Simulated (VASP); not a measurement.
# Sb (R-3m) in VASP: notebook

The runs below take Sb through single point, with LDA, PBE+D3(BJ), RPBE+D4.

All numbers are computed with VASP 6.6.1; they aren't measurements. Logs are shortened: lines on timing, memory, paths and dates and some standing lists are left out, and cuts for length are marked.

### Step 1. The cell of the first run

Symmetry: R-3m, No. 166, trigonal system. The conventional cell has a = 4.279 Å, b = 4.279 Å, c = 11.198 Å, α = 90.00°, β = 90.00°, γ = 120.00°. Within 3.8 Å of Sb (site symmetry 3m) lie 6 Sb at 2.89 to 3.33 Å.

### Step 2. Single point, LDA

INCAR

```
SYSTEM = Sb
PREC = Accurate
ENCUT = 520
EDIFF = 1E-6
ISMEAR = -1
SIGMA = 0.05
LREAL = .False.
LASPH = .True.
NELM = 80
ALGO = Normal
ISIF = 2
LWAVE = .False.
LCHARG = .False.
GGA = CA
NBANDS = 12
```

KPOINTS

```
Automatic mesh
0
Gamma
  8 8 8
  0 0 0
```

POSCAR

```
Sb
1.0
    2.1397418462      1.2353805309      3.7327777635
   -2.1397418462      1.2353805309      3.7327777635
    0.0000000000     -2.4707610619      3.7327777635
Sb
2
Direct
    0.7665100000      0.7665100000      0.7665100000
    0.2334900000      0.2334900000      0.2334900000
```

Potentials or basis: VASP PAW LDA potentials, release 64 (Sb).

Started as:

```bash
$ cat potpaw_LDA.64/Sb/POTCAR > POTCAR
$ mpirun -np 1 vasp_std > vasp.out
```

OUTCAR:

```text
SYSTEM = Sb
   PREC = Accurate
   ENCUT = 520
   EDIFF = 1E-6
   ISMEAR = -1
   LREAL = .False.
   LASPH = .True.
   NELM = 80
   ISIF = 2
   GGA = CA

 ion  position               nearest neighbor table
   1  0.767  0.767  0.767-   2 2.89   2 2.89   2 2.89   2 3.33   2 3.33   2 3.33
   2  0.233  0.233  0.233-   1 2.89   1 2.89   1 2.89   1 3.33   1 3.33   1 3.33

  LATTYP: Found a trigonal (rhomboedric) cell.
 ALAT       =     4.4764148664
 COS(alpha) =     0.5430253624

  Lattice vectors:

 A1 = (   2.1397418462,   1.2353805309,   3.7327777635)
 A2 = (  -2.1397418462,   1.2353805309,   3.7327777635)
 A3 = (   0.0000000000,  -2.4707610619,   3.7327777635)

Analysis of symmetry for initial positions (statically):
=====================================================================
 Subroutine PRICEL returns:
 Original cell was already a primitive cell.

 Routine SETGRP: Setting up the symmetry group for a
 trigonal (rhombohedral) supercell.

 Subroutine GETGRP returns: Found 12 space group operations
 (whereof 12 operations were pure point group operations)
 out of a pool of 12 trial point group operations.

The static configuration has the point symmetry D_3d.

Analysis of symmetry for dynamics (positions and initial velocities):
=====================================================================
 Subroutine PRICEL returns:
 Original cell was already a primitive cell.

 Routine SETGRP: Setting up the symmetry group for a
 trigonal (rhombohedral) supercell.

 Subroutine GETGRP returns: Found 12 space group operations
 (whereof 12 operations were pure point group operations)
 out of a pool of 12 trial point group operations.

The dynamic configuration has the point symmetry D_3d.

 Subroutine INISYM returns: Found 12 space group operations
 (whereof 12 operations are pure point group operations),
 and found     1 'primitive' translations

----------------------------------------------------------------------------------------

                                     Primitive cell

  volume of cell :      59.2032

  direct lattice vectors                    reciprocal lattice vectors
     2.139741846  1.235380531  3.732777764     0.233673048  0.134911197  0.089299003
    -2.139741846  1.235380531  3.732777764    -0.233673048  0.134911197  0.089299003
     0.000000000 -2.470761062  3.732777764     0.000000000 -0.269822395  0.089299003

  length of vectors
[... 85 lines left out ...]
   NSW    =      0    number of steps for IOM
   IBRION =     -1    ionic relax: 0-MD 1-quasi-New 2-CG
   NFREE  =      0    steps in history (QN), initial steepest desc. (CG)
   ISIF   =      2    stress and relaxation
   ISYM   =      2    0-nonsym 1-usesym 2-fastsym
   POTIM  = 0.5000    time-step for ionic-motion
   TEBEG  =    0.0;   TEEND  =   0.0 temperature during run
   PSTRESS=    0.0 pullay stress
   NELECT =      10.0000    total number of electrons
   NUPDOWN=      -1.0000    fix difference up-down
   EMIN   =  10.00;   EMAX   =-10.00  energy-range for DOS
   EFERMI =   0.00;   METHOD = LEGACY
   ISMEAR =    -1;   SIGMA  =   0.05  broadening in eV -4-tet -1-fermi 0-gaus
   EFERMI_NEDOS =   21; number of points for ismear=-14 and -15
   IALGO  =     38    algorithm
   IMIX   =      4    mixing-type and parameters
     AMIX     =   0.40;   BMIX     =  1.00
     AMIX_MAG =   1.60;   BMIX_MAG =  1.00
  volume/ion in A,a.u.               =      29.60       199.76
  Fermi-wavevector in a.u.,A,eV,Ry     =   0.904954  1.710114 11.142370  0.818941
  Thomas-Fermi vector in A             =   2.028463
   LORBIT       =      0    0 simple, 1 ext, 2 COOP (PROOUT), +10 PAW based schemes
   GGA     = CA    functional components
   LHFCALC =     F    Hartree Fock is set to
   AEXX    =    0.0000 exact exchange contribution
   IVDW    =     0    specifies the selected vdW correction
   LEPSILON=     F    determine dielectric tensor
   LRPA    =     F    only Hartree local field effects (RPA)
 non-spin polarized calculation
  energy-cutoff  :      520.00
  volume of cell :       59.20
 maximum number of plane-waves:      1613
 NGX is ok and might be reduce to    36
   NGX = 17   NGY = 17   NGZ = 17

 number of electron      10.0000000 magnetization

 Free energy of the ion-electron system (eV)
  ---------------------------------------------------
  ext. energy  EPLUGINS =         0.00000000
  ---------------------------------------------------
  free energy    TOTEN  =        -9.62837060 eV

  energy without entropy =       -9.62562123  energy(sigma->0) =       -9.62699592

 E-fermi :   7.4714     XC(G=0):  -9.8024

 val. band max:        7.4670370559   @ k =   0.3750   0.1250   0.1250
 cond. band min:       7.5130347770   @ k =   0.5000   0.5000   0.5000
 fundamental gap:      0.0459977211
 Fermi energy:         7.4713612898

 k-point     1 :       0.0000    0.0000    0.0000
  band No.  band energies     occupation
      1      -5.5017      2.00000
      2       2.6140      2.00000
      3       5.2929      2.00000
      4       5.5693      2.00000
      5       5.5693      2.00000
      6       9.4582      0.00000
      7      10.1005      0.00000
      8      10.1005      0.00000
      9      12.4661      0.00000
     10      12.4661      0.00000
     11      12.6381      0.00000
     12      13.9002      0.00000
[... 331 lines left out ...]
 k-point    24 :       0.3750    0.1250    0.1250
  band No.  band energies     occupation
      1      -4.4840      2.00000
      2      -0.2073      2.00000
      3       3.9585      2.00000
      4       5.8429      2.00000
      5       7.4670      1.04322
      6       7.6090      0.11987
      7       8.0568      0.00002
      8      10.4536      0.00000
      9      12.3636      0.00000
     10      13.3247      0.00000
     11      14.5523      0.00000
     12      16.3041      0.00000

 [... further k-points ...]
[... 5 lines left out ...]
  --------------------------------------------------------------------------------------
  -------------------------------------------------------------------------------------
  Total        0.2009839      0.2009839     -0.0958495      0.0000000      0.0000000      0.0000000
  in kB        5.4390902      5.4390902     -2.5939107      0.0000000      0.0000000      0.0000000
  external PRESSURE =       2.7614232 kB  Pullay stress =       0.0000000 kB

 VOLUME and BASIS-vectors are now :
 -----------------------------------------------------------------------------
  energy-cutoff  :      520.00
  volume of cell :       59.20
      direct lattice vectors                 reciprocal lattice vectors
     2.139741846  1.235380531  3.732777764     0.233673048  0.134911197  0.089299003
    -2.139741846  1.235380531  3.732777764    -0.233673048  0.134911197  0.089299003
     0.000000000 -2.470761062  3.732777764     0.000000000 -0.269822395  0.089299003

 POSITION                                       TOTAL-FORCE (eV/Angst)
 -----------------------------------------------------------------------------------
      0.00000     -0.00000      8.58363         0.000000      0.000000     -0.186108
      0.00000     -0.00000      2.61470         0.000000     -0.000000      0.186108
 -----------------------------------------------------------------------------------
    total drift:                                0.000000     -0.000000     -0.000000

  FREE ENERGIE OF THE ION-ELECTRON SYSTEM (eV)
  ---------------------------------------------------
  free  energy   TOTEN  =        -9.6283706023 eV

  energy  without entropy=       -9.6256212318  energy(sigma->0) =       -9.62699592
```

OSZICAR:

```text
N       E                     dE             d eps       ncg     rms          rms(c)
DAV:   1     0.356379156098E+02    0.35638E+02   -0.35060E+03  1560   0.654E+02
DAV:   2    -0.766457024811E+01   -0.43302E+02   -0.41818E+02  2116   0.109E+02
DAV:   3    -0.963853759225E+01   -0.19740E+01   -0.19654E+01  1892   0.265E+01
DAV:   4    -0.965553484419E+01   -0.16997E-01   -0.16995E-01  1828   0.298E+00
DAV:   5    -0.965575949710E+01   -0.22465E-03   -0.22465E-03  1908   0.368E-01    0.325E+00
DAV:   6    -0.963811162549E+01    0.17648E-01   -0.39677E-03  1820   0.316E-01    0.194E+00
DAV:   7    -0.962835331751E+01    0.97583E-02   -0.84213E-03  1756   0.458E-01    0.528E-02
DAV:   8    -0.962836689992E+01   -0.13582E-04   -0.23105E-04  1808   0.102E-01    0.172E-02
DAV:   9    -0.962837090834E+01   -0.40084E-05   -0.14203E-05  1924   0.216E-02    0.670E-03
DAV:  10    -0.962837060233E+01    0.30601E-06   -0.11325E-06  1268   0.589E-03
   1 F= -.96283706E+01 E0= -.96269959E+01  d E =-.274937E-02
```

stdout:

```text
POSCAR found type information on POSCAR Sb
 POSCAR found :  1 types and       2 ions
 scaLAPACK will be used
 LDA part: xc-table for (Slater(with rela. corr.)+CA(PZ))
 , standard interpolation
 POSCAR, INCAR and KPOINTS ok, starting setup
 FFT: planning ... GRIDC
 FFT: planning ... GRID_SOFT
 FFT: planning ... GRID
 WAVECAR not read
 entering main loop
```

Run time: 14 s. Hardware: 1 thread of Intel Xeon 6975P-C (Granite Rapids), shared host; peak memory 0.18 GiB.

What came out:

- Free energy: -9.6284 eV
- Pressure: 0.3 GPa
- Largest force: 0.186 eV/Å
- Band gap on the k mesh: zero (band 5 reaches 7.47 eV, above the bottom of band 6 at 7.16 eV)

Forces in eV/Å, atoms in the order of the input:
```
Sb   0.000  0.000 -0.186
Sb   0.000  0.000  0.186
```

Levels at points of the mesh, in eV from the Fermi level:
| k point | band 3 | band 4 | band 5 | band 6 | band 7 | band 8 |
| --- | --- | --- | --- | --- | --- | --- |
| (0.00, 0.00, 0.00) | -2.18 | -1.90 | -1.90 | 1.99 | 2.63 | 2.63 |
| (0.50, 0.00, 0.00) | -2.05 | -1.93 | -0.36 | -0.31 | 0.09 | 0.42 |
| (0.50, 0.50, 0.00) | -5.61 | -3.90 | -3.81 | 1.40 | 4.92 | 5.49 |
| (0.50, 0.50, 0.50) | -1.41 | -1.41 | -0.58 | 0.04 | 0.04 | 1.09 |

Caveat: spin-orbit coupling is left out, which moves the levels of the heavy elements.

### Step 3. Single point, PBE+D3(BJ)

This run uses another cell than the first one, of 29.80 Å³/atom, 1.007 times its volume.

INCAR

```
ALGO     = Normal         # electronic algorithm
EDIFF    = 1E-7           # SCF threshold, eV
ENCUT    = 520            # plane-wave cutoff, eV
GGA      = PE             # functional
ISIF     = 2              # what is computed and relaxed
ISMEAR   = -1             # smearing method
IVDW     = 12             # dispersion correction
LASPH    = T              # aspherical terms in the spheres
LCHARG   = F              # write CHGCAR
LREAL    = F              # projectors in reciprocal space
LWAVE    = F              # write WAVECAR
NBANDS   = 12             # bands
NELM     = 80             # most SCF steps
PREC     = Accurate       # precision mode
SIGMA    = 0.05           # smearing width, eV
```

KPOINTS

```
k-points
0
Gamma
  8 8 8
```

POSCAR

```
Sb
1.0
    2.1632282800      1.2489404298      3.6764439944
   -2.1632282800      1.2489404298      3.6764439944
    0.0000000000     -2.4978808596      3.6764439944
Sb
2
Direct
    0.7641914690      0.7641914690      0.7641914690
    0.2358085310      0.2358085310      0.2358085310
```

Potentials or basis: VASP PAW PBE potentials, release 64 (Sb).

Started as:

```bash
$ cat potpaw_PBE.64/Sb/POTCAR > POTCAR
$ mpirun -np 1 vasp_std > vasp.out
```

Run time: 18 s. Hardware: 1 thread of Intel Xeon 6975P-C (Granite Rapids), shared host; peak memory 0.22 GiB.

The run converged. Its results:

```
Free energy                : -9.2106 eV
Pressure                   : 0.1 GPa
Largest force              : 0.041 eV/Å
Band gap on the k mesh     : zero (band 5 reaches 7.48 eV, above the bottom of band 6 at 7.25 eV)
Dispersion energy per atom : -0.479 eV
```

Forces in eV/Å, atoms in the order of the input:
```
Sb   0.000  0.000 -0.041
Sb   0.000  0.000  0.041
```

Levels at points of the mesh, in eV from the Fermi level:
```
           k point  band 2  band 3  band 4  band 5  band 6  band 7  band 8  band 9
(0.00, 0.00, 0.00)   -4.73   -1.99   -1.88   -1.88    2.28    2.78    2.78    4.90
(0.50, 0.00, 0.00)   -9.75   -1.82   -1.63   -0.35   -0.20    0.22    0.26    7.84
(0.50, 0.50, 0.00)   -7.93   -5.60   -3.80   -3.78    1.57    5.03    5.44    7.10
(0.50, 0.50, 0.50)   -9.16   -1.32   -1.32   -0.51   -0.09   -0.09    0.91    7.28
```

Caveat: spin-orbit coupling is left out, which moves the levels of the heavy elements; pairwise dispersion overbinds metals, which lowers pressure and volume.

### Step 4. Single point, RPBE+D4

INCAR

```
ALGO = Normal ; EDIFF = 1E-6
ENCUT = 520 ; GGA = RP
ISIF = 2 ; ISMEAR = -1
IVDW = 13 ; LASPH = T
LCHARG = F ; LREAL = F
LWAVE = F ; NBANDS = 12
NELM = 80 ; PREC = Accurate
SIGMA = 0.05
```

KPOINTS is that of step 3.

POSCAR

```
Sb
1.0
    2.1397418462      1.2353805309      3.7327777635
   -2.1397418462      1.2353805309      3.7327777635
    0.0000000000     -2.4707610619      3.7327777635
Sb
2
Direct
    0.7665100000      0.7665100000      0.7665100000
    0.2334900000      0.2334900000      0.2334900000
```

Started as:

```bash
$ cat potpaw_PBE.64/Sb/POTCAR > POTCAR
$ mpirun -np 1 vasp_std > vasp.out
```

It took 16 s on 1 thread of Intel Xeon 6975P-C (Granite Rapids), shared host; peak memory 0.22 GiB.

Results (log left out):

| Quantity | Value |
| --- | --- |
| Free energy | -9.3819 eV |
| Pressure | -0.1 GPa |
| Largest force | 0.376 eV/Å |
| Band gap on the k mesh | zero (band 5 reaches 7.76 eV, above the bottom of band 6 at 7.47 eV) |
| Dispersion energy per atom | -0.956 eV |

Forces in eV/Å, atoms in the order of the input:
```
Sb   0.000  0.000 -0.376
Sb   0.000  0.000  0.376
```

Stress tensor (GPa, compression positive):
```
 0.21  0.00  0.00
 0.00  0.21  0.00
 0.00  0.00 -0.68
```

Levels at points of the mesh, in eV from the Fermi level:
| k point | band 3 | band 4 | band 5 | band 6 | band 7 | band 8 |
| --- | --- | --- | --- | --- | --- | --- |
| (0.00, 0.00, 0.00) | -2.24 | -1.96 | -1.96 | 1.95 | 2.62 | 2.62 |
| (0.50, 0.00, 0.00) | -2.12 | -1.99 | -0.41 | -0.29 | 0.10 | 0.38 |
| (0.50, 0.50, 0.00) | -5.65 | -3.97 | -3.88 | 1.36 | 4.95 | 5.53 |
| (0.50, 0.50, 0.50) | -1.48 | -1.48 | -0.54 | 0.00 | 0.00 | 1.09 |

Caveat: the PAW data sets were made with another functional, which shifts forces and pressure a little; spin-orbit coupling is left out, which moves the levels of the heavy elements; pairwise dispersion overbinds metals, which lowers pressure and volume.

### Step 5. Summary

| level | potentials or basis | cell | gap on the mesh (eV) | pressure (GPa) | largest force (eV/Å) |
| --- | --- | --- | --- | --- | --- |
| LDA | VASP PAW LDA potentials, release 64 (Sb) | a = 4.476 Å, angles 57.1°, 2 atoms | none | 0.3 | 0.19 |
| PBE+D3(BJ) | VASP PAW PBE potentials, release 64 (Sb) | a = 4.445 Å, angles 58.2°, 2 atoms | none | 0.1 | 0.04 |
| RPBE+D4 | VASP PAW PBE potentials, release 64 (Sb) | a = 4.476 Å, angles 57.1°, 2 atoms | none | -0.1 | 0.38 |

Alike in all rows: task single point; no spin polarisation; k mesh 8 × 8 × 8; cutoff (eV) 520; smearing fermi-dirac 0.05 eV.

Caveats: spin-orbit coupling is left out, which moves the levels of the heavy elements; pairwise dispersion overbinds metals, which lowers pressure and volume (some runs); the PAW data sets were made with another functional, which shifts forces and pressure a little (some runs).

Total energies depend on the potentials used, so only differences within one code and one set of settings carry meaning.
